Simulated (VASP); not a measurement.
# BAs (F-43m) in VASP: notebook

Runs on BAs. Level: PBE. Tasks: single point.

Everything below comes from runs of VASP 6.6.1. Logs are shortened: lines on timing, memory, paths and dates and some standing lists are left out, and cuts for length are marked.

### 1 The cell of the first run

It takes space group F-43m (No. 216, cubic). The conventional cell has a = 4.809 Å, b = 4.809 Å, c = 4.809 Å, α = 90.00°, β = 90.00°, γ = 90.00°. B (site symmetry -43m) has 4 As at 2.08 Å within 2.8 Å. Within 2.8 Å of As (site symmetry -43m) lie 4 B at 2.08 Å.

### 2 Single point, PBE

Contents of INCAR:

```
PREC = Accurate ; ENCUT = 500
EDIFF = 1E-6 ; ISMEAR = 0
SIGMA = 0.01 ; LREAL = False
LASPH = True ; NELM = 120
ALGO = Normal ; ISIF = 2
LWAVE = False ; LCHARG = False
GGA = PE ; NBANDS = 11
GGA_COMPAT = False
```

Contents of KPOINTS:

```
regular mesh
0
Gamma
  10 10 10
```

Contents of POSCAR:

```
BAs
1.0
    0.0000000000      2.4044115017      2.4044115017
    2.4044115017      0.0000000000      2.4044115017
    2.4044115017      2.4044115017      0.0000000000
B As
1 1
Direct
    0.0000000001      0.0000000001      0.0000000001
    0.2499999999      0.2499999999      0.2499999999
```

Potentials or basis: VASP PAW PBE potentials, release 64 (B, As).

On the command line:

```bash
$ cat potpaw_PBE.64/B/POTCAR potpaw_PBE.64/As/POTCAR > POTCAR
$ mpirun -np 1 vasp_std > vasp.out
```

OUTCAR:

```text
PREC = Accurate
   ENCUT = 500
   EDIFF = 1E-6
   ISMEAR = 0
   LREAL = False
   LASPH = True
   NELM = 120
   ISIF = 2
   GGA = PE

 ion  position               nearest neighbor table
   1  0.000  0.000  0.000-   2 2.08   2 2.08   2 2.08   2 2.08
   2  0.250  0.250  0.250-   1 2.08   1 2.08   1 2.08   1 2.08

  LATTYP: Found a face centered cubic cell.
 ALAT       =     4.8088230034

  Lattice vectors:

 A1 = (   0.0000000000,   2.4044115017,   2.4044115017)
 A2 = (   2.4044115017,   0.0000000000,   2.4044115017)
 A3 = (   2.4044115017,   2.4044115017,   0.0000000000)

Analysis of symmetry for initial positions (statically):
=====================================================================
 Subroutine PRICEL returns:
 Original cell was already a primitive cell.

 Routine SETGRP: Setting up the symmetry group for a
 face centered cubic supercell.

 Subroutine GETGRP returns: Found 24 space group operations
 (whereof 24 operations were pure point group operations)
 out of a pool of 48 trial point group operations.

The static configuration has the point symmetry T_d .

Analysis of symmetry for dynamics (positions and initial velocities):
=====================================================================
 Subroutine PRICEL returns:
 Original cell was already a primitive cell.

 Routine SETGRP: Setting up the symmetry group for a
 face centered cubic supercell.

 Subroutine GETGRP returns: Found 24 space group operations
 (whereof 24 operations were pure point group operations)
 out of a pool of 48 trial point group operations.

The dynamic configuration has the point symmetry T_d .

 Subroutine INISYM returns: Found 24 space group operations
 (whereof 24 operations are pure point group operations),
 and found     1 'primitive' translations

----------------------------------------------------------------------------------------

                                     Primitive cell

  volume of cell :      27.8007

  direct lattice vectors                    reciprocal lattice vectors
     0.000000000  2.404411502  2.404411502    -0.207951093  0.207951093  0.207951093
     2.404411502  0.000000000  2.404411502     0.207951093 -0.207951093  0.207951093
     2.404411502  2.404411502  0.000000000     0.207951093  0.207951093 -0.207951093

  length of vectors
     3.400351355  3.400351355  3.400351355     0.360181859  0.360181859  0.360181859

  position of ions in fractional coordinates (direct lattice)
     0.000000000  0.000000000  0.000000000
     0.250000000  0.250000000  0.250000000

  ion indices of the primitive-cell ions
   primitive index   ion index
                 1           1
                 2           2

----------------------------------------------------------------------------------------

 KPOINTS: regular mesh

Automatic generation of k-mesh.
 Grid dimensions read from file:
 generate k-points for:   10   10   10

 Generating k-lattice:

  Cartesian coordinates                     Fractional coordinates (reciprocal lattice)
    -0.020795109  0.020795109  0.020795109     0.100000000  0.000000000  0.000000000
     0.020795109 -0.020795109  0.020795109     0.000000000  0.100000000  0.000000000
     0.020795109  0.020795109 -0.020795109     0.000000000  0.000000000  0.100000000

  Length of vectors
     0.036018186  0.036018186  0.036018186

  Shift w.r.t. Gamma in fractional coordinates (k-lattice)
     0.000000000  0.000000000  0.000000000

 Subroutine IBZKPT returns following result:
 ===========================================

 Found     47 irreducible k-points:

 Following reciprocal coordinates:
            Coordinates               Weight
  0.000000  0.000000  0.000000      1.000000
  0.100000  0.000000  0.000000      8.000000
  0.200000  0.000000  0.000000      8.000000
  0.300000  0.000000  0.000000      8.000000
  0.400000  0.000000  0.000000      8.000000
  0.500000  0.000000  0.000000      4.000000
[... 16 lines left out ...]
  0.300000  0.300000  0.000000      6.000000
  0.400000  0.300000  0.000000     24.000000
 [... further k-points ...]
   k-points           NKPTS =     47   k-points in BZ     NKDIM =     47   number of bands    NBANDS=     11
   number of dos      NEDOS =    301   number of ions     NIONS =      2
   total plane-waves  NPLWV =  21952
   dimension x,y,z NGX =    28 NGY =   28 NGZ =   28
   dimension x,y,z NGXF=    56 NGYF=   56 NGZF=   56
   ions per type =               1   1
   NGX,Y,Z   is equivalent  to a cutoff of  13.69, 13.69, 13.69 a.u.
   NGXF,Y,Z  is equivalent  to a cutoff of  27.38, 27.38, 27.38 a.u.
 SYSTEM =  unknown system
   PREC   = accura    normal or accurate (medium, high low for compatibility)
   ISTART =      0    job   : 0-new  1-cont  2-samecut
   ICHARG =      2    charge: 1-file 2-atom 10-const
   ISPIN  =      1    spin polarized calculation?
   LNONCOLLINEAR =      F non collinear calculations
   LSORBIT =      F    spin-orbit coupling
   LASPH  =      T    aspherical Exc in radial PAW
   ENCUT  =  500.0 eV  36.75 Ry    6.06 a.u.   6.20  6.20  6.20*2*pi/ulx,y,z
   NELM   =    120;   NELMIN=  2; NELMDL= -5     # of ELM steps
   EDIFF  = 0.1E-05   stopping-criterion for ELM
   LREAL  =      F    real-space projection
   EDIFFG = 0.1E-04   stopping-criterion for IOM
   NSW    =      0    number of steps for IOM
   IBRION =     -1    ionic relax: 0-MD 1-quasi-New 2-CG
   NFREE  =      0    steps in history (QN), initial steepest desc. (CG)
   ISIF   =      2    stress and relaxation
   ISYM   =      2    0-nonsym 1-usesym 2-fastsym
   POTIM  = 0.5000    time-step for ionic-motion
   TEBEG  =    0.0;   TEEND  =   0.0 temperature during run
   PSTRESS=    0.0 pullay stress
   NELECT =       8.0000    total number of electrons
   NUPDOWN=      -1.0000    fix difference up-down
   EMIN   =  10.00;   EMAX   =-10.00  energy-range for DOS
   EFERMI =   0.00;   METHOD = LEGACY
   ISMEAR =     0;   SIGMA  =   0.01  broadening in eV -4-tet -1-fermi 0-gaus
   EFERMI_NEDOS =   21; number of points for ismear=-14 and -15
   IALGO  =     38    algorithm
   IMIX   =      4    mixing-type and parameters
     AMIX     =   0.40;   BMIX     =  1.00
     AMIX_MAG =   1.60;   BMIX_MAG =  1.00
  volume/ion in A,a.u.               =      13.90        93.80
  Fermi-wavevector in a.u.,A,eV,Ry     =   1.080818  2.042450 15.893894  1.168168
  Thomas-Fermi vector in A             =   2.216819
   LORBIT       =      0    0 simple, 1 ext, 2 COOP (PROOUT), +10 PAW based schemes
   GGA     = PE    functional components
   LHFCALC =     F    Hartree Fock is set to
   AEXX    =    0.0000 exact exchange contribution
   IVDW    =     0    specifies the selected vdW correction
   LEPSILON=     F    determine dielectric tensor
   LRPA    =     F    only Hartree local field effects (RPA)
 non-spin polarized calculation
 Gauss-broadening in eV      SIGMA  =   0.01
  energy-cutoff  :      500.00
  volume of cell :       27.80
 maximum number of plane-waves:       725
 NGX is ok and might be reduce to    28
   NGX = 13   NGY = 13   NGZ = 13

 number of electron       8.0000000 magnetization

 Free energy of the ion-electron system (eV)
  ---------------------------------------------------
  ext. energy  EPLUGINS =         0.00000000
  ---------------------------------------------------
  free energy    TOTEN  =       -11.41313085 eV

  energy without entropy =      -11.41313085  energy(sigma->0) =      -11.41313085

 E-fermi :   6.0368     XC(G=0): -10.4981

 val. band max:        5.9083185287   @ k =   0.0000   0.0000   0.0000
 cond. band min:       7.1041927812   @ k =   0.4000   0.4000   0.0000
 fundamental gap:      1.1958742525
 Fermi energy:         6.0368268143

 k-point     1 :       0.0000    0.0000    0.0000
  band No.  band energies     occupation
      1      -9.3127      2.00000
      2       5.9083      2.00000
      3       5.9083      2.00000
      4       5.9083      2.00000
      5       9.1601      0.00000
      6       9.1601      0.00000
      7       9.1601      0.00000
      8      10.3432      0.00000
      9      15.3954      0.00000
     10      18.7787      0.00000
     11      18.7787      0.00000

 k-point     2 :       0.1000    0.0000    0.0000
  band No.  band energies     occupation
      1      -9.1515      2.00000
      2       4.5244      2.00000
      3       5.6136      2.00000
      4       5.6136      2.00000
      5       9.2635      0.00000
      6       9.5489      0.00000
      7       9.5489      0.00000
      8      11.2622      0.00000
      9      16.0264      0.00000
     10      17.7359      0.00000
     11      17.7359      0.00000

 k-point     3 :       0.2000    0.0000    0.0000
  band No.  band energies     occupation
      1      -8.6764      2.00000
      2       2.1913      2.00000
      3       5.0503      2.00000
      4       5.0503      2.00000
      5       9.0184      0.00000
      6      10.2553      0.00000
      7      10.2553      0.00000
      8      12.9274      0.00000
      9      17.0219      0.00000
     10      17.0261      0.00000
     11      17.0261      0.00000

 k-point     4 :       0.3000    0.0000    0.0000
  band No.  band energies     occupation
      1      -7.9246      2.00000
      2      -0.0625      2.00000
      3       4.5509      2.00000
      4       4.5509      2.00000
      5       8.7362      0.00000
      6      10.6615      0.00000
      7      10.6615      0.00000
      8      14.2429      0.00000
      9      17.1411      0.00000
     10      17.4548      0.00000
     11      17.4548      0.00000

 k-point     5 :       0.4000    0.0000    0.0000
  band No.  band energies     occupation
      1      -7.0299      2.00000
      2      -1.8996      2.00000
      3       4.2300      2.00000
      4       4.2300      2.00000
      5       8.5487      0.00000
      6      10.6991      0.00000
      7      10.6991      0.00000
      8      14.7130      0.00000
      9      17.8224      0.00000
     10      18.9379      0.00000
     11      18.9379      0.00000
[... 211 lines left out ...]
 k-point    21 :      -0.3000    0.2000    0.0000
  band No.  band energies     occupation
      1      -6.8193      2.00000
      2      -1.0429      2.00000
      3       1.3736      2.00000
      4       3.9921      2.00000
      5       9.3873      0.00000
      6      11.7841      0.00000
      7      12.0288      0.00000
      8      13.9154      0.00000
      9      16.5470      0.00000
     10      17.8830      0.00000
     11      21.0281      0.00000

 k-point    22 :      -0.2000    0.2000    0.0000
  band No.  band energies     occupation
      1      -7.6663      2.00000
      2       0.4896      2.00000
      3       1.9190      2.00000
      4       4.6394      2.00000
      5       9.7660      0.00000
      6      10.9736      0.00000
      7      11.8368      0.00000
      8      12.8156      0.00000
      9      15.7647      0.00000
     10      18.4055      0.00000
     11      19.8841      0.00000

 k-point    23 :       0.3000    0.3000    0.0000
  band No.  band energies     occupation
      1      -7.4340      2.00000
      2       0.7229      2.00000
      3       2.7856      2.00000
      4       2.7856      2.00000
      5       7.3177      0.00000
      6       9.5539      0.00000
      7      14.2361      0.00000
      8      14.2361      0.00000
      9      16.7295      0.00000
     10      20.7453      0.00000
     11      20.9001      0.00000

 k-point    24 :       0.4000    0.3000    0.0000
  band No.  band energies     occupation
      1      -6.7229      2.00000
      2      -0.4963      2.00000
      3       2.0142      2.00000
      4       2.4940      2.00000
      5       7.6148      0.00000
      6       9.2966      0.00000
      7      14.6031      0.00000
      8      14.8466      0.00000
      9      17.7889      0.00000
     10      21.4725      0.00000
     11      21.6508      0.00000

 [... further k-points ...]
[... 5 lines left out ...]
  --------------------------------------------------------------------------------------
  -------------------------------------------------------------------------------------
  Total        0.1103172      0.1103172      0.1103172     -0.0000000     -0.0000000      0.0000000
  in kB        6.3576624      6.3576624      6.3576624     -0.0000000     -0.0000000      0.0000000
  external PRESSURE =       6.3576624 kB  Pullay stress =       0.0000000 kB

 VOLUME and BASIS-vectors are now :
 -----------------------------------------------------------------------------
  energy-cutoff  :      500.00
  volume of cell :       27.80
      direct lattice vectors                 reciprocal lattice vectors
     0.000000000  2.404411502  2.404411502    -0.207951093  0.207951093  0.207951093
     2.404411502  0.000000000  2.404411502     0.207951093 -0.207951093  0.207951093
     2.404411502  2.404411502  0.000000000     0.207951093  0.207951093 -0.207951093

 POSITION                                       TOTAL-FORCE (eV/Angst)
 -----------------------------------------------------------------------------------
      0.00000      0.00000      0.00000        -0.000000     -0.000000     -0.000000
      1.20221      1.20221      1.20221         0.000000      0.000000      0.000000
 -----------------------------------------------------------------------------------
    total drift:                               -0.000000     -0.000000     -0.000000

  FREE ENERGIE OF THE ION-ELECTRON SYSTEM (eV)
  ---------------------------------------------------
  free  energy   TOTEN  =       -11.4131308461 eV

  energy  without entropy=      -11.4131308461  energy(sigma->0) =      -11.41313085
```

It took 48 s on 1 thread of Intel Xeon 8259CL, shared host; peak memory 0.16 GiB.

Results:

```yaml
Free_energy: -11.4131 eV
Pressure: 0.6 GPa
Band_gap_on_the_k_mesh: 1.20 eV, indirect (least direct gap 3.25 eV)
```

Levels at points of the mesh, in eV from the valence-band top:
```tsv
k point	band 2	band 3	band 4	band 5	band 6	band 7
(0.00, 0.00, 0.00)	0.00	0.00	0.00	3.25	3.25	3.25
(0.50, 0.00, 0.00)	-8.64	-1.79	-1.79	2.58	4.76	4.76
(0.50, 0.50, 0.00)	-8.42	-4.00	-4.00	1.45	1.46	11.18
```

### 3 Single point, PBE

This run uses another cell than the first one, of 13.63 Å³/atom, 0.980 times its volume.

Contents of INCAR:

```
PREC = Accurate
ENCUT = 500
EDIFF = 1E-6
ISMEAR = 0
SIGMA = 0.01
LREAL = False
LASPH = True
NELM = 120
ALGO = Normal
ISIF = 2
LWAVE = False
LCHARG = True
GGA = PE
LELF = True
LVHAR = True
NBANDS = 11
GGA_COMPAT = False
```

KPOINTS is that of step 2.

Contents of POSCAR:

```
BAs
1.0
    0.0000000000      2.3885000000      2.3885000000
    2.3885000000      0.0000000000      2.3885000000
    2.3885000000      2.3885000000      0.0000000000
B As
1 1
Direct
    0.0000000000      0.0000000000      0.0000000000
    0.2500000000      0.2500000000      0.2500000000
```

Potentials or basis: VASP PAW PBE potentials, release 64 (B, As).

On the command line:

```bash
$ cat potpaw_PBE.64/B/POTCAR potpaw_PBE.64/As/POTCAR > POTCAR
$ mpirun -np 1 vasp_std > vasp.out
```

Run time: 47 s. Hardware: 1 thread of Intel Xeon 8259CL, shared host; peak memory 0.16 GiB.

Results (log left out):

- Free energy: -11.4061 eV
- Pressure: 3.4 GPa
- Band gap on the k mesh: 1.18 eV, indirect (least direct gap 3.28 eV)

Levels at points of the mesh, in eV from the valence-band top:
| k point | band 1 | band 2 | band 3 | band 4 | band 5 | band 6 | band 7 | band 8 | band 9 |
| --- | --- | --- | --- | --- | --- | --- | --- | --- | --- |
| (0.00, 0.00, 0.00) | -15.40 | 0.00 | 0.00 | 0.00 | 3.28 | 3.28 | 3.28 | 4.69 | 9.58 |
| (0.50, 0.00, 0.00) | -12.53 | -8.79 | -1.82 | -1.82 | 2.69 | 4.78 | 4.78 | 8.86 | 12.72 |
| (0.50, 0.50, 0.00) | -11.21 | -8.53 | -4.08 | -4.08 | 1.43 | 1.44 | 11.37 | 11.37 | 12.86 |
